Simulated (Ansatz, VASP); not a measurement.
Os: VASP beside Ansatz

```
Os
1.0
     2.69309    0.00000    0.00000
    -1.34654    2.40332    0.00000
     0.00000    0.00000    4.31970
Os
2
Direct
  0.33333 0.66667 0.25000
  0.66667 0.33333 0.75000
```

Change from the starting cell: strain -0.0150 x Voigt [1, -1, 0, 0, 0, 0], atoms carried along.

Alike in both runs: task single point; functional PBEsol; k mesh 18 × 18 × 12; occupations gaussian, width 0.15 eV; no spin polarisation.

|  | VASP | Ansatz |
| --- | --- | --- |
| version | VASP 6.6.1 | Ansatz 0.2.0 |
| potentials or method | VASP PAW PBE potentials, release 64 (Os), cutoff 520 eV | scalar-relativistic, plane waves, PAW |
| valence electrons in the cell | 16 | 32 |

Ansatz gave:

- gap on the k mesh at the Fermi level (eV): none
- pressure (GPa): -2.4
- traceless stress, the component that is largest in VASP (GPa): 8.64
- rms of the force components (eV/Å): 0.044

What did VASP give for the same quantities?

gap on the k mesh at the Fermi level (eV): none; pressure (GPa): -2.0; traceless stress, the component that is largest in VASP (GPa): 8.63; rms of the force components (eV/Å): 0.043.

VASP's potentials were made for PBE, not for PBEsol. Atom by atom the forces differ by 0.001 eV/Å (rms over components). A gap of «none» marks a metal or a gap that the smearing closes. The functional is the same, so the differences come from potentials, cutoffs and numerics. VASP's potentials hold 16 valence electrons a cell and Ansatz's 32, so a difference there can come from the potentials and not from the codes.

Neither program's run includes spin-orbit coupling.
